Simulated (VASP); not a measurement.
Be3Ag: single point with PBEsol

Be3Ag:

```xyz
4
Lattice="2.6164 0.0000 0.0000 -1.3082 2.2659 0.0000 0.0000 0.0000 7.4688" Properties=species:S:1:pos:R:3 pbc="T T T"
Be    0.0000    0.0000    3.7344
Be    1.3082    0.7553    2.0379
Be    1.3082    0.7553    5.4309
Ag    0.0000    0.0000    0.0000
```

```
Program                : VASP 6.6.1
Task                   : single point
Functional             : PBEsol
Potentials or basis    : VASP PAW PBE potentials, release 64 (Be, Ag)
Cutoff                 : 520 eV
k mesh                 : 9 × 9 × 4
Occupations            : gaussian, width 0.1 eV
Spin                   : no spin polarisation
Dipole correction      : no
Further INCAR settings : ALGO = Fast; EDIFF = 1e-06; NBANDS = 16
```

| Quantity | Value |
| --- | --- |
| Pressure | -0.1 GPa |
| Largest force | 0.012 eV/Å |
| Band gap on the k mesh | zero (an odd number of electrons rules out a gap without spin polarisation) |

Forces in eV/Å, atoms in the order of the input:
```
Be   0.000  0.000  0.000
Be   0.000  0.000 -0.012
Be   0.000  0.000  0.012
Ag   0.000  0.000  0.000
```

Stress tensor (GPa, compression positive):
```
-0.21  0.00  0.00
 0.00 -0.21  0.00
 0.00  0.00  0.11
```

Levels at points of the mesh, in eV from the Fermi level:
| k point | band 5 | band 6 | band 7 | band 8 | band 9 | band 10 | band 11 | band 12 | band 13 | band 14 |
| --- | --- | --- | --- | --- | --- | --- | --- | --- | --- | --- |
| (0.00, 0.00, 0.00) | -5.76 | -5.76 | -4.14 | -4.14 | -1.81 | 3.78 | 10.99 | 10.99 | 12.39 | 12.40 |
| (0.00, 0.00, 0.50) | -5.76 | -4.27 | -4.14 | -4.14 | -3.85 | 6.96 | 7.07 | 11.02 | 11.02 | 12.41 |

Wall time 15 s on 1 thread of Intel(R) Xeon(R) Platinum 8559C (Emerald Rapids) (shared host), peak memory 0.16 GiB.

Caveat: the PAW data sets were made with another functional, which shifts forces and pressure a little.
